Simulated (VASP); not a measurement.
# BN (P6_3/mmc) in VASP: further runs

BN is run at these levels: LDA, r2SCAN; tasks: single point.

Everything below comes from runs of VASP 6.6.1. Logs are shortened: lines on timing, memory, paths and dates and some standing lists are left out, and cuts for length are marked.

### 1 The cell of the first run

Symmetry: P6_3/mmc, No. 194, hexagonal system. Conventional cell: a = 2.498 Å, b = 2.498 Å, c = 6.636 Å, α = 90.00°, β = 90.00°, γ = 120.00°. B (site symmetry -6m2) has 3 N at 1.44 Å within 1.9 Å. N (site symmetry -6m2) has 3 B at 1.44 Å within 1.9 Å.

### 2 Single point, LDA

INCAR reads:

```
SYSTEM = BN
  ALGO = Normal
  EDIFF = 1E-7
  ENCUT = 520
  ISIF = 2
  ISMEAR = 0
  LASPH = .TRUE.
  LCHARG = .FALSE.
  LREAL = .FALSE.
  LWAVE = .FALSE.
  NBANDS = 16
  NELM = 60
  PREC = Accurate
  SIGMA = 0.01
```

KPOINTS reads:

```
k-points
0
G
  12 12 4
  0 0 0
```

POSCAR reads:

```
BN
1.0
    2.4982400000      0.0000000000      0.0000000000
   -1.2491200000      2.1635393048      0.0000000000
    0.0000000000      0.0000000000      6.6357000000
B N
2 2
Direct
    0.3333333333      0.6666666667      0.2500000000
    0.6666666667      0.3333333333      0.7500000000
    0.3333333333      0.6666666667      0.7500000000
    0.6666666667      0.3333333333      0.2500000000
```

Potentials or basis: VASP PAW LDA potentials, release 64 (B, N).

Launch:

```sh
> cat potpaw_LDA.64/B/POTCAR potpaw_LDA.64/N/POTCAR > POTCAR
> mpirun -np 1 vasp_std > vasp.out
```

OUTCAR:

```text
SYSTEM = BN
   EDIFF = 1E-7
   ENCUT = 520
   ISIF = 2
   ISMEAR = 0
   LASPH = .TRUE.
   LREAL = .FALSE.
   NELM = 60
   PREC = Accurate

 ion  position               nearest neighbor table
   1  0.333  0.667  0.250-   4 1.44   4 1.44   4 1.44
   2  0.667  0.333  0.750-   3 1.44   3 1.44   3 1.44
   3  0.333  0.667  0.750-   2 1.44   2 1.44   2 1.44
   4  0.667  0.333  0.250-   1 1.44   1 1.44   1 1.44

  LATTYP: Found a hexagonal cell.
 ALAT       =     2.4982400000
 C/A-ratio  =     2.6561499296

  Lattice vectors:

 A1 = (   2.4982400000,   0.0000000000,   0.0000000000)
 A2 = (  -1.2491200000,   2.1635393048,   0.0000000000)
 A3 = (   0.0000000000,   0.0000000000,   6.6357000000)

Analysis of symmetry for initial positions (statically):
=====================================================================
 Subroutine PRICEL returns:
 Original cell was already a primitive cell.

 Routine SETGRP: Setting up the symmetry group for a
 hexagonal supercell.

 Subroutine GETGRP returns: Found 24 space group operations
 (whereof 12 operations were pure point group operations)
 out of a pool of 24 trial point group operations.

The static configuration has the point symmetry D_3d.
 The point group associated with its full space group is D_6h.

Analysis of symmetry for dynamics (positions and initial velocities):
=====================================================================
 Subroutine PRICEL returns:
 Original cell was already a primitive cell.

 Routine SETGRP: Setting up the symmetry group for a
 hexagonal supercell.

 Subroutine GETGRP returns: Found 24 space group operations
 (whereof 12 operations were pure point group operations)
 out of a pool of 24 trial point group operations.

The dynamic configuration has the point symmetry D_3d.
 The point group associated with its full space group is D_6h.

 Subroutine INISYM returns: Found 24 space group operations
 (whereof 12 operations are pure point group operations),
 and found     1 'primitive' translations

----------------------------------------------------------------------------------------

                                     Primitive cell

  volume of cell :      35.8662

  direct lattice vectors                    reciprocal lattice vectors
     2.498240000  0.000000000  0.000000000     0.400281798  0.231102804  0.000000000
    -1.249120000  2.163539305  0.000000000     0.000000000  0.462205608  0.000000000
     0.000000000  0.000000000  6.635700000     0.000000000  0.000000000  0.150700002

  length of vectors
     2.498240000  2.498240000  6.635700000     0.462205608  0.462205608  0.150700002

  position of ions in fractional coordinates (direct lattice)
     0.333333333  0.666666667  0.250000000
     0.666666667  0.333333333  0.750000000
     0.333333333  0.666666667  0.750000000
     0.666666667  0.333333333  0.250000000

  ion indices of the primitive-cell ions
   primitive index   ion index
                 1           1
                 2           2
                 3           3
                 4           4

----------------------------------------------------------------------------------------

 KPOINTS: k-points

Automatic generation of k-mesh.
 Grid dimensions read from file:
 generate k-points for:   12   12    4

 Generating k-lattice:

  Cartesian coordinates                     Fractional coordinates (reciprocal lattice)
     0.033356817  0.019258567  0.000000000     0.083333333 -0.000000000  0.000000000
     0.000000000  0.038517134  0.000000000     0.000000000  0.083333333  0.000000000
     0.000000000  0.000000000  0.037675000     0.000000000  0.000000000  0.250000000

  Length of vectors
     0.038517134  0.038517134  0.037675000

  Shift w.r.t. Gamma in fractional coordinates (k-lattice)
     0.000000000  0.000000000  0.000000000

 Subroutine IBZKPT returns following result:
 ===========================================

 Found     57 irreducible k-points:

 Following reciprocal coordinates:
            Coordinates               Weight
  0.000000  0.000000  0.000000      1.000000
  0.083333 -0.000000  0.000000      6.000000
  0.166667  0.000000  0.000000      6.000000
  0.250000  0.000000  0.000000      6.000000
  0.333333  0.000000  0.000000      6.000000
  0.416667  0.000000  0.000000      6.000000
[... 16 lines left out ...]
  0.250000  0.000000  0.250000     12.000000
  0.333333  0.000000  0.250000     12.000000
 [... further k-points ...]
   k-points           NKPTS =     57   k-points in BZ     NKDIM =     57   number of bands    NBANDS=     16
   number of dos      NEDOS =    301   number of ions     NIONS =      4
   total plane-waves  NPLWV =  20000
   dimension x,y,z NGX =    20 NGY =   20 NGZ =   50
   dimension x,y,z NGXF=    40 NGYF=   40 NGZF=  100
   ions per type =               2   2
   NGX,Y,Z   is equivalent  to a cutoff of  13.31, 13.31, 12.53 a.u.
   NGXF,Y,Z  is equivalent  to a cutoff of  26.62, 26.62, 25.05 a.u.
 SYSTEM =  BN
   PREC   = accura    normal or accurate (medium, high low for compatibility)
   ISTART =      0    job   : 0-new  1-cont  2-samecut
   ICHARG =      2    charge: 1-file 2-atom 10-const
   ISPIN  =      1    spin polarized calculation?
   LNONCOLLINEAR =      F non collinear calculations
   LSORBIT =      F    spin-orbit coupling
   LASPH  =      T    aspherical Exc in radial PAW
   ENCUT  =  520.0 eV  38.22 Ry    6.18 a.u.   4.65  4.65 12.34*2*pi/ulx,y,z
   NELM   =     60;   NELMIN=  2; NELMDL= -5     # of ELM steps
   EDIFF  = 0.1E-06   stopping-criterion for ELM
   LREAL  =      F    real-space projection
   EDIFFG = 0.1E-05   stopping-criterion for IOM
   NSW    =      0    number of steps for IOM
   IBRION =     -1    ionic relax: 0-MD 1-quasi-New 2-CG
   NFREE  =      0    steps in history (QN), initial steepest desc. (CG)
   ISIF   =      2    stress and relaxation
   ISYM   =      2    0-nonsym 1-usesym 2-fastsym
   POTIM  = 0.5000    time-step for ionic-motion
   TEBEG  =    0.0;   TEEND  =   0.0 temperature during run
   PSTRESS=    0.0 pullay stress
   NELECT =      16.0000    total number of electrons
   NUPDOWN=      -1.0000    fix difference up-down
   EMIN   =  10.00;   EMAX   =-10.00  energy-range for DOS
   EFERMI =   0.00;   METHOD = LEGACY
   ISMEAR =     0;   SIGMA  =   0.01  broadening in eV -4-tet -1-fermi 0-gaus
   EFERMI_NEDOS =   21; number of points for ismear=-14 and -15
   IALGO  =     38    algorithm
   IMIX   =      4    mixing-type and parameters
     AMIX     =   0.40;   BMIX     =  1.00
     AMIX_MAG =   1.60;   BMIX_MAG =  1.00
  volume/ion in A,a.u.               =       8.97        60.51
  Fermi-wavevector in a.u.,A,eV,Ry     =   1.250891  2.363842 21.289433  1.564729
  Thomas-Fermi vector in A             =   2.384864
   LORBIT       =      0    0 simple, 1 ext, 2 COOP (PROOUT), +10 PAW based schemes
   GGA     = CA    functional components
   LHFCALC =     F    Hartree Fock is set to
   AEXX    =    0.0000 exact exchange contribution
   IVDW    =     0    specifies the selected vdW correction
   LEPSILON=     F    determine dielectric tensor
   LRPA    =     F    only Hartree local field effects (RPA)
 non-spin polarized calculation
 Gauss-broadening in eV      SIGMA  =   0.01
  energy-cutoff  :      520.00
  volume of cell :       35.87
 maximum number of plane-waves:       985
 NGX is ok and might be reduce to    20
   NGX =  9   NGY =  9   NGZ = 25

 number of electron      16.0000003 magnetization

 Free energy of the ion-electron system (eV)
  ---------------------------------------------------
  ext. energy  EPLUGINS =         0.00000000
  ---------------------------------------------------
  free energy    TOTEN  =       -38.57713636 eV

  energy without entropy =      -38.57713636  energy(sigma->0) =      -38.57713636

 E-fermi :   2.2378     XC(G=0): -10.5396

 val. band max:        2.1815827362   @ k =   0.3333   0.3333   0.5000
 cond. band min:       6.2669203583   @ k =   0.5000   0.0000   0.0000
 fundamental gap:      4.0853376220
 Fermi energy:         2.2378236752

 k-point     1 :       0.0000    0.0000    0.0000
  band No.  band energies     occupation
      1     -15.4490      2.00000
      2     -15.1328      2.00000
      3      -4.1865      2.00000
      4      -1.9673      2.00000
      5       0.8478      2.00000
      6       0.8478      2.00000
[... 8 lines left out ...]
     15      14.6284      0.00000
     16      15.1165      0.00000

 k-point     2 :       0.0833   -0.0000    0.0000
  band No.  band energies     occupation
      1     -15.3122      2.00000
      2     -15.0009      2.00000
      3      -3.9975      2.00000
      4      -1.7980      2.00000
      5       0.2986      2.00000
      6       0.3317      2.00000
[... 8 lines left out ...]
     15      14.6138      0.00000
     16      15.0725      0.00000

 k-point     3 :       0.1667    0.0000    0.0000
  band No.  band energies     occupation
      1     -14.9086      2.00000
      2     -14.6126      2.00000
      3      -3.4370      2.00000
      4      -1.3001      2.00000
      5      -1.1016      2.00000
      6      -1.0610      2.00000
[... 8 lines left out ...]
     15      15.9975      0.00000
     16      16.1263      0.00000

 k-point     4 :       0.2500    0.0000    0.0000
  band No.  band energies     occupation
      1     -14.2638      2.00000
      2     -13.9944      2.00000
      3      -2.8908      2.00000
      4      -2.8277      2.00000
      5      -2.5291      2.00000
      6      -0.7952      2.00000
[... 8 lines left out ...]
     15      17.2822      0.00000
     16      18.1523      0.00000
[... 324 lines left out ...]
 k-point    22 :       0.1667    0.0000    0.2500
  band No.  band energies     occupation
      1     -14.8676      2.00000
      2     -14.6585      2.00000
      3      -3.1800      2.00000
      4      -1.7058      2.00000
      5      -1.0895      2.00000
      6      -1.0450      2.00000
[... 8 lines left out ...]
     15      15.8958      0.00000
     16      15.9794      0.00000

 k-point    23 :       0.2500    0.0000    0.2500
  band No.  band energies     occupation
      1     -14.2262      2.00000
      2     -14.0359      2.00000
      3      -2.9010      2.00000
      4      -2.8447      2.00000
      5      -2.2582      2.00000
      6      -0.8595      2.00000
[... 8 lines left out ...]
     15      18.1677      0.00000
     16      18.2510      0.00000

 k-point    24 :       0.3333    0.0000    0.2500
  band No.  band energies     occupation
      1     -13.4101      2.00000
      2     -13.2500      2.00000
      3      -4.6744      2.00000
      4      -4.6137      2.00000
      5      -1.4198      2.00000
      6      -1.3755      2.00000
[... 8 lines left out ...]
     15      18.7723      0.00000
     16      20.6883      0.00000

 [... further k-points ...]

------------------------ aborting loop because EDIFF is reached ----------------------------------------

  FORCE on cell =-STRESS in cart. coord.  units (eV):
  Direction    XX          YY          ZZ          XY          YZ          ZX
  --------------------------------------------------------------------------------------
  -------------------------------------------------------------------------------------
  Total       -0.7581622     -0.7581622     -0.1589966      0.0000000      0.0000000      0.0000000
  in kB      -33.8678026    -33.8678026     -7.1025264      0.0000000      0.0000000      0.0000000
  external PRESSURE =     -24.9460439 kB  Pullay stress =       0.0000000 kB

 VOLUME and BASIS-vectors are now :
 -----------------------------------------------------------------------------
  energy-cutoff  :      520.00
  volume of cell :       35.87
      direct lattice vectors                 reciprocal lattice vectors
     2.498240000  0.000000000  0.000000000     0.400281798  0.231102804  0.000000000
    -1.249120000  2.163539305  0.000000000     0.000000000  0.462205608  0.000000000
     0.000000000  0.000000000  6.635700000     0.000000000  0.000000000  0.150700002

 POSITION                                       TOTAL-FORCE (eV/Angst)
 -----------------------------------------------------------------------------------
     -0.00000      1.44236      1.65892        -0.000000      0.000000      0.000000
      1.24912      0.72118      4.97677         0.000000      0.000000      0.000000
     -0.00000      1.44236      4.97677         0.000000      0.000000      0.000000
      1.24912      0.72118      1.65892        -0.000000      0.000000      0.000000
 -----------------------------------------------------------------------------------
    total drift:                                0.000000     -0.000000      0.000000

  FREE ENERGIE OF THE ION-ELECTRON SYSTEM (eV)
  ---------------------------------------------------
  free  energy   TOTEN  =       -38.5771363569 eV

  energy  without entropy=      -38.5771363569  energy(sigma->0) =      -38.57713636
```

Run time: 15 s. Hardware: 1 thread of Intel Xeon 6975P-C (Granite Rapids), shared host; peak memory 0.14 GiB.

What came out:

| Item | Value |
| --- | --- |
| Free energy | -38.5771 eV |
| Pressure | -2.5 GPa |
| Band gap on the k mesh | 4.09 eV, indirect (least direct gap 4.51 eV) |

Stress tensor (GPa, compression positive):
```
-3.39  0.00  0.00
 0.00 -3.39  0.00
 0.00  0.00 -0.71
```

Levels at points of the mesh, in eV from the valence-band top:
| k point | band 4 | band 5 | band 6 | band 7 | band 8 | band 9 | band 10 | band 11 | band 12 | band 13 |
| --- | --- | --- | --- | --- | --- | --- | --- | --- | --- | --- |
| (0.00, 0.00, 0.00) | -4.15 | -1.33 | -1.33 | -1.30 | -1.30 | 4.94 | 10.06 | 11.49 | 11.49 | 11.61 |
| (0.50, 0.00, 0.00) | -8.83 | -4.17 | -4.10 | -1.49 | -0.44 | 4.09 | 5.54 | 9.53 | 10.01 | 12.31 |
| (0.00, 0.00, 0.50) | -5.39 | -1.31 | -1.31 | -1.31 | -1.31 | 7.37 | 7.37 | 11.55 | 11.55 | 11.55 |
| (0.50, 0.00, 0.50) | -8.87 | -4.14 | -4.14 | -0.94 | -0.94 | 4.57 | 4.57 | 9.97 | 9.97 | 13.23 |

### 3 Single point, r2SCAN

POSCAR is that of step 2.

INCAR.step1 reads:

```
PREC = Accurate
ENCUT = 520
ISMEAR = 0
SIGMA = 0.01
LREAL = F
LASPH = T
NELM = 80
NBANDS = 16
GGA = PE
ALGO = Normal
EDIFF = 1E-4
LWAVE = T
LCHARG = F
```

INCAR.step2 reads:

```
PREC = Accurate
ENCUT = 520
EDIFF = 1E-6
ISMEAR = 0
SIGMA = 0.01
LREAL = F
LASPH = T
NELM = 80
ALGO = Normal
ISIF = 2
LWAVE = F
LCHARG = F
METAGGA = R2SCAN
LMIXTAU = T
NBANDS = 16
ISTART = 1
```

KPOINTS reads:

```
regular mesh
0
Gamma
  12 12 4
```

Potentials or basis: VASP PAW PBE potentials, release 64 (B, N).

Launch:

```sh
> cat potpaw_PBE.64/B/POTCAR potpaw_PBE.64/N/POTCAR > POTCAR
> cp INCAR.step1 INCAR
> mpirun -np 1 vasp_std > vasp.out
> cp INCAR.step2 INCAR
> mpirun -np 1 vasp_std > vasp.out
```

OUTCAR:

```text
PREC = Accurate
   ENCUT = 520
   EDIFF = 1E-6
   ISMEAR = 0
   LREAL = F
   LASPH = T
   NELM = 80
   ISIF = 2
   METAGGA = R2SCAN
   ISTART = 1

 ion  position               nearest neighbor table
   1  0.333  0.667  0.250-   4 1.44   4 1.44   4 1.44
   2  0.667  0.333  0.750-   3 1.44   3 1.44   3 1.44
   3  0.333  0.667  0.750-   2 1.44   2 1.44   2 1.44
   4  0.667  0.333  0.250-   1 1.44   1 1.44   1 1.44

  LATTYP: Found a hexagonal cell.
 ALAT       =     2.4982400000
[... 655 lines left out ...]

  FORCE on cell =-STRESS in cart. coord.  units (eV):
  Direction    XX          YY          ZZ          XY          YZ          ZX
  --------------------------------------------------------------------------------------
  -------------------------------------------------------------------------------------
  Total        0.4351740      0.4351740      0.1537441      0.0000000     -0.0000000      0.0000000
  in kB       19.4396223     19.4396223      6.8678920      0.0000000     -0.0000000      0.0000000
  external PRESSURE =      15.2490455 kB  Pullay stress =       0.0000000 kB

 VOLUME and BASIS-vectors are now :
 -----------------------------------------------------------------------------
  energy-cutoff  :      520.00
  volume of cell :       35.87
      direct lattice vectors                 reciprocal lattice vectors
     2.498240000  0.000000000  0.000000000     0.400281798  0.231102804  0.000000000
    -1.249120000  2.163539305  0.000000000     0.000000000  0.462205608  0.000000000
     0.000000000  0.000000000  6.635700000     0.000000000  0.000000000  0.150700002

 POSITION                                       TOTAL-FORCE (eV/Angst)
 -----------------------------------------------------------------------------------
     -0.00000      1.44236      1.65892         0.000000     -0.000000      0.000000
      1.24912      0.72118      4.97677        -0.000000      0.000000      0.000000
     -0.00000      1.44236      4.97677        -0.000000     -0.000000      0.000000
      1.24912      0.72118      1.65892         0.000000     -0.000000      0.000000
 -----------------------------------------------------------------------------------
    total drift:                                0.000000     -0.000000      0.000000

  FREE ENERGIE OF THE ION-ELECTRON SYSTEM (eV)
  ---------------------------------------------------
  free  energy   TOTEN  =       -38.5915873926 eV

  energy  without entropy=      -38.5915873926  energy(sigma->0) =      -38.59158739
```

OUTCAR.step1:

```text
PREC = Accurate
   ENCUT = 520
   ISMEAR = 0
   LREAL = F
[... 688 lines left out ...]
     -0.00000      1.44236      1.65892         0.000000     -0.000000      0.000000
      1.24912      0.72118      4.97677        -0.000000     -0.000000      0.000000
     -0.00000      1.44236      4.97677         0.000000      0.000000      0.000000
      1.24912      0.72118      1.65892         0.000000     -0.000000      0.000000
 -----------------------------------------------------------------------------------
    total drift:                                0.000000     -0.000000      0.000000

  FREE ENERGIE OF THE ION-ELECTRON SYSTEM (eV)
  ---------------------------------------------------
  free  energy   TOTEN  =       -35.1469093859 eV

  energy  without entropy=      -35.1469093859  energy(sigma->0) =      -35.14690939
```

Run time: 56 s. Hardware: 1 thread of Intel Xeon 6975P-C (Granite Rapids), shared host; peak memory 0.16 GiB.

Results:

```
Free energy            : -38.5916 eV
Pressure               : 1.5 GPa
Band gap on the k mesh : 4.89 eV, indirect (least direct gap 5.32 eV)
```

Stress tensor (GPa, compression positive):
```
1.94 0.00 0.00
0.00 1.94 0.00
0.00 0.00 0.69
```

Levels at points of the mesh, in eV from the valence-band top:
```csv
k point,band 6,band 7,band 8,band 9,band 10,band 11
"(0.00, 0.00, 0.00)",-1.34,-1.31,-1.31,5.64,11.12,12.36
"(0.50, 0.00, 0.00)",-4.23,-1.45,-0.44,4.89,6.35,10.28
"(0.00, 0.00, 0.50)",-1.32,-1.32,-1.32,8.15,8.15,12.42
"(0.50, 0.00, 0.50)",-4.26,-0.92,-0.92,5.36,5.36,10.71
```

Caveat: the PAW data sets were made with another functional, which shifts forces and pressure a little. r2SCAN opens gaps a little over a GGA but as a rule still falls short of measured ones.
